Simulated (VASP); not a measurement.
# Pt (Im-3m) in VASP: a series of runs

Pt is run at these levels: PBEsol; tasks: single point, relaxation of volume and atoms at fixed shape.

Program: VASP 6.6.1. These are calculated values, not measurements. Logs are shortened: lines on timing, memory, paths and dates and some standing lists are left out, and cuts for length are marked.

### Step 1. The cell of the first run

Symmetry: Im-3m, No. 229, cubic system. The conventional cell has a = 3.127 Å, b = 3.127 Å, c = 3.127 Å, α = 90.00°, β = 90.00°, γ = 90.00°. Within 3.6 Å of Pt (site symmetry m-3m) lie 14 Pt at 2.71 to 3.13 Å.

### Step 2. Single point, PBEsol

INCAR reads:

```
PREC = Accurate
ENCUT = 520
EDIFF = 1E-6
ISMEAR = 0
SIGMA = 0.1
LREAL = F
LASPH = T
NELM = 60
ALGO = Normal
ISIF = 2
LWAVE = F
LCHARG = F
GGA = PS
NBANDS = 11
```

KPOINTS reads:

```
Automatic mesh
0
Gamma
  8 8 8
```

POSCAR reads:

```
Pt
1.0
   -1.5634686497      1.5634686497      1.5634686497
    1.5634686497     -1.5634686497      1.5634686497
    1.5634686497      1.5634686497     -1.5634686497
Pt
1
Direct
    0.0000000000      0.0000000000      0.0000000000
```

Potentials or basis: VASP PAW PBE potentials, release 64 (Pt).

Launch:

```console
cat potpaw_PBE.64/Pt/POTCAR > POTCAR
mpirun -np 1 vasp_std > vasp.out
```

OUTCAR:

```text
PREC = Accurate
   ENCUT = 520
   EDIFF = 1E-6
   ISMEAR = 0
   LREAL = F
   LASPH = T
   NELM = 60
   ISIF = 2
   GGA = PS

 ion  position               nearest neighbor table
   1  0.000  0.000  0.000-

  LATTYP: Found a body centered cubic cell.
 ALAT       =     3.1269372994

  Lattice vectors:

 A1 = (  -1.5634686497,   1.5634686497,   1.5634686497)
 A2 = (   1.5634686497,  -1.5634686497,   1.5634686497)
 A3 = (   1.5634686497,   1.5634686497,  -1.5634686497)

Analysis of symmetry for initial positions (statically):
=====================================================================
 Subroutine PRICEL returns:
 Original cell was already a primitive cell.

 Routine SETGRP: Setting up the symmetry group for a
 body centered cubic supercell.

 Subroutine GETGRP returns: Found 48 space group operations
 (whereof 48 operations were pure point group operations)
 out of a pool of 48 trial point group operations.

The static configuration has the point symmetry O_h .

Analysis of symmetry for dynamics (positions and initial velocities):
=====================================================================
 Subroutine PRICEL returns:
 Original cell was already a primitive cell.

 Routine SETGRP: Setting up the symmetry group for a
 body centered cubic supercell.

 Subroutine GETGRP returns: Found 48 space group operations
 (whereof 48 operations were pure point group operations)
 out of a pool of 48 trial point group operations.

The dynamic configuration has the point symmetry O_h .

 Subroutine INISYM returns: Found 48 space group operations
 (whereof 48 operations are pure point group operations),
 and found     1 'primitive' translations

----------------------------------------------------------------------------------------

                                     Primitive cell

  volume of cell :      15.2872

  direct lattice vectors                    reciprocal lattice vectors
    -1.563468650  1.563468650  1.563468650     0.000000000  0.319801743  0.319801743
     1.563468650 -1.563468650  1.563468650     0.319801743  0.000000000  0.319801743
     1.563468650  1.563468650 -1.563468650     0.319801743  0.319801743  0.000000000

  length of vectors
     2.708007137  2.708007137  2.708007137     0.452267963  0.452267963  0.452267963

  position of ions in fractional coordinates (direct lattice)
     0.000000000  0.000000000  0.000000000
[... 81 lines left out ...]
   NFREE  =      0    steps in history (QN), initial steepest desc. (CG)
   ISIF   =      2    stress and relaxation
   ISYM   =      2    0-nonsym 1-usesym 2-fastsym
   POTIM  = 0.5000    time-step for ionic-motion
   TEBEG  =    0.0;   TEEND  =   0.0 temperature during run
   PSTRESS=    0.0 pullay stress
   NELECT =      10.0000    total number of electrons
   NUPDOWN=      -1.0000    fix difference up-down
   EMIN   =  10.00;   EMAX   =-10.00  energy-range for DOS
   EFERMI =   0.00;   METHOD = LEGACY
   ISMEAR =     0;   SIGMA  =   0.10  broadening in eV -4-tet -1-fermi 0-gaus
   EFERMI_NEDOS =   21; number of points for ismear=-14 and -15
   IALGO  =     38    algorithm
   IMIX   =      4    mixing-type and parameters
     AMIX     =   0.40;   BMIX     =  1.00
     AMIX_MAG =   1.60;   BMIX_MAG =  1.00
  volume/ion in A,a.u.               =      15.29       103.16
  Fermi-wavevector in a.u.,A,eV,Ry     =   1.421125  2.685537 27.478281  2.019597
  Thomas-Fermi vector in A             =   2.541968
   LORBIT       =      0    0 simple, 1 ext, 2 COOP (PROOUT), +10 PAW based schemes
   GGA     = PS    functional components
   LHFCALC =     F    Hartree Fock is set to
   AEXX    =    0.0000 exact exchange contribution
   IVDW    =     0    specifies the selected vdW correction
   LEPSILON=     F    determine dielectric tensor
   LRPA    =     F    only Hartree local field effects (RPA)
 non-spin polarized calculation
 Gauss-broadening in eV      SIGMA  =   0.10
  energy-cutoff  :      520.00
  volume of cell :       15.29
 maximum number of plane-waves:       427
   NGX =  9   NGY =  9   NGZ =  9

 number of electron      10.0000000 magnetization

 number of electron       9.9999997 magnetization

 Free energy of the ion-electron system (eV)
  ---------------------------------------------------
  ext. energy  EPLUGINS =         0.00000000
  ---------------------------------------------------
  free energy    TOTEN  =        -6.78352609 eV

  energy without entropy =       -6.76753073  energy(sigma->0) =       -6.77552841

 E-fermi :  10.6807     XC(G=0): -13.5387

 val. band max:       10.6752079179   @ k =  -0.3750   0.3750   0.1250
 cond. band min:      10.6911017274   @ k =   0.2500   0.1250  -0.0000
 fundamental gap:      0.0158938095
 Fermi energy:        10.6807443979

 k-point     1 :       0.0000    0.0000    0.0000
  band No.  band energies     occupation
      1       0.7052      2.00000
      2       6.9632      2.00000
      3       6.9633      2.00000
      4       6.9633      2.00000
      5       9.5972      2.00000
      6       9.5972      2.00000
      7      27.6872      0.00000
      8      27.6872      0.00000
      9      27.6872      0.00000
     10      38.1123      0.00000
     11      38.1123      0.00000
[... 309 lines left out ...]
 k-point    24 :      -0.3750    0.3750    0.2500
  band No.  band energies     occupation
      1       5.1878      2.00000
      2       5.7746      2.00000
      3       7.7251      2.00000
      4       8.4149      2.00000
      5      10.4261      1.99968
      6      12.3305      0.00000
      7      21.6204      0.00000
      8      24.4490      0.00000
      9      26.7267      0.00000
     10      29.8078      0.00000
     11      36.4939      0.00000

 [... further k-points ...]

------------------------ aborting loop because EDIFF is reached ----------------------------------------

  FORCE on cell =-STRESS in cart. coord.  units (eV):
  Direction    XX          YY          ZZ          XY          YZ          ZX
  --------------------------------------------------------------------------------------
  -------------------------------------------------------------------------------------
  Total       -0.0323001     -0.0323001     -0.0323001     -0.0000000     -0.0000000      0.0000000
  in kB       -3.3852183     -3.3852183     -3.3852183     -0.0000000     -0.0000000      0.0000000
  external PRESSURE =      -3.3852183 kB  Pullay stress =       0.0000000 kB

 VOLUME and BASIS-vectors are now :
 -----------------------------------------------------------------------------
  energy-cutoff  :      520.00
  volume of cell :       15.29
      direct lattice vectors                 reciprocal lattice vectors
    -1.563468650  1.563468650  1.563468650     0.000000000  0.319801743  0.319801743
     1.563468650 -1.563468650  1.563468650     0.319801743  0.000000000  0.319801743
     1.563468650  1.563468650 -1.563468650     0.319801743  0.319801743  0.000000000

 POSITION                                       TOTAL-FORCE (eV/Angst)
 -----------------------------------------------------------------------------------
      0.00000      0.00000      0.00000         0.000000      0.000000      0.000000
 -----------------------------------------------------------------------------------
    total drift:                                0.000000     -0.000000      0.000000

  FREE ENERGIE OF THE ION-ELECTRON SYSTEM (eV)
  ---------------------------------------------------
  free  energy   TOTEN  =        -6.7835260864 eV

  energy  without entropy=       -6.7675307293  energy(sigma->0) =       -6.77552841
```

Run time: 3.6 s. Hardware: 1 thread of Intel Xeon 6975P-C (Granite Rapids), shared host; peak memory 0.12 GiB.

Results:

| Quantity | Value |
| --- | --- |
| Free energy | -6.7835 eV |
| Pressure | -0.3 GPa |
| Band gap on the k mesh | zero (band 5 reaches 11.68 eV, above the bottom of band 6 at 9.60 eV) |

Levels at points of the mesh, in eV from the Fermi level:
```tsv
k point	band 3	band 4	band 5	band 6	band 7	band 8
(0.00, 0.00, 0.00)	-3.72	-3.72	-1.08	-1.08	17.01	17.01
(0.50, 0.00, 0.00)	-1.27	-0.73	0.03	1.08	6.50	13.17
(0.50, 0.50, 0.50)	0.53	0.53	0.53	7.62	7.62	7.62
```

Caveat: the PAW data sets were made with another functional, which shifts forces and pressure a little; spin-orbit coupling is left out, which moves the levels of the heavy elements.

### Step 3. Relaxation of volume and atoms at fixed shape, PBEsol

This run uses another cell than the first one, of 15.90 Å³/atom, 1.040 times its volume.

INCAR reads:

```
SYSTEM = Pt
ALGO     = Normal         ! electronic algorithm
EDIFF    = 1E-7           ! SCF threshold, eV
EDIFFG   = -0.03          ! ionic threshold
ENCUT    = 600            ! plane-wave cutoff, eV
GGA      = PS             ! functional
IBRION   = 2              ! ionic algorithm
ISIF     = 8              ! what is computed and relaxed
ISMEAR   = 0              ! smearing method
LASPH    = .TRUE.         ! aspherical terms in the spheres
LCHARG   = .FALSE.        ! write CHGCAR
LREAL    = .FALSE.        ! projectors in reciprocal space
LWAVE    = .FALSE.        ! write WAVECAR
NELM     = 100            ! most SCF steps
NSW      = 80             ! ionic steps
PREC     = Accurate       ! precision mode
SIGMA    = 0.1            ! smearing width, eV
```

KPOINTS reads:

```
k-points
0
G
  8 8 8
  0 0 0
```

POSCAR reads:

```
Pt
1.0
   -1.5842200000      1.5842200000      1.5842200000
    1.5842200000     -1.5842200000      1.5842200000
    1.5842200000      1.5842200000     -1.5842200000
Pt
1
Direct
    0.0000000000      0.0000000000      0.0000000000
```

Potentials or basis: VASP PAW PBE potentials, release 64 (Pt).

Launch:

```console
cat potpaw_PBE.64/Pt/POTCAR > POTCAR
mpirun -np 1 vasp_std > vasp.out
```

It took 8.4 s on 1 thread of Intel Xeon 6975P-C (Granite Rapids), shared host; peak memory 0.14 GiB.

Results (log left out):

* Free energy: -6.7836 eV
* Relaxed volume: 15.29 Å³/atom
* Relaxed cell: a = 2.708 Å, b = 2.708 Å, c = 2.708 Å, α = 109.47°, β = 109.47°, γ = 109.47°
* Space group after relaxing (to 0.05 Å): Im-3m (No. 229)
* Energy gained by relaxing: 19.8 meV/atom
* Ionic steps: 3
* Pressure after relaxing: -0.3 GPa
* Band gap on the k mesh: zero (band 5 reaches 11.67 eV, above the bottom of band 6 at 9.59 eV)

The path:
| step | energy change (eV) | largest force (eV/Å) | pressure (GPa) | volume (Å³) |
| --- | --- | --- | --- | --- |
| 1 | 0.0000 | 0.0000 | -9.70 | 15.90 |
| 2 | 0.1300 | 0.0000 | 36.34 | 13.79 |
| 3 | -0.0198 | 0.0000 | -0.30 | 15.29 |

Final structure:
```cif
data_structure
_symmetry_space_group_name_H-M 'P 1'
_symmetry_Int_Tables_number 1
_cell_length_a 2.7083
_cell_length_b 2.7083
_cell_length_c 2.7083
_cell_angle_alpha 109.471
_cell_angle_beta 109.471
_cell_angle_gamma 109.471
_cell_volume 15.29
loop_
_atom_site_label
_atom_site_type_symbol
_atom_site_fract_x
_atom_site_fract_y
_atom_site_fract_z
_atom_site_occupancy
Pt1 Pt 0.00000 0.00000 0.00000 1
```

Levels at points of the mesh, in eV from the Fermi level:
```tsv
k point	band 2	band 3	band 4	band 5	band 6	band 7	band 8	band 9
(0.00, 0.00, 0.00)	-3.72	-3.72	-3.72	-1.08	-1.08	17.01	17.01	17.01
(0.50, 0.00, 0.00)	-5.22	-1.27	-0.73	0.03	1.08	6.50	13.17	16.02
(0.50, 0.50, 0.50)	-6.47	0.53	0.53	0.53	7.62	7.62	7.62	13.14
```

Caveat: the PAW data sets were made with another functional, which shifts forces and pressure a little; spin-orbit coupling is left out, which moves the levels of the heavy elements.
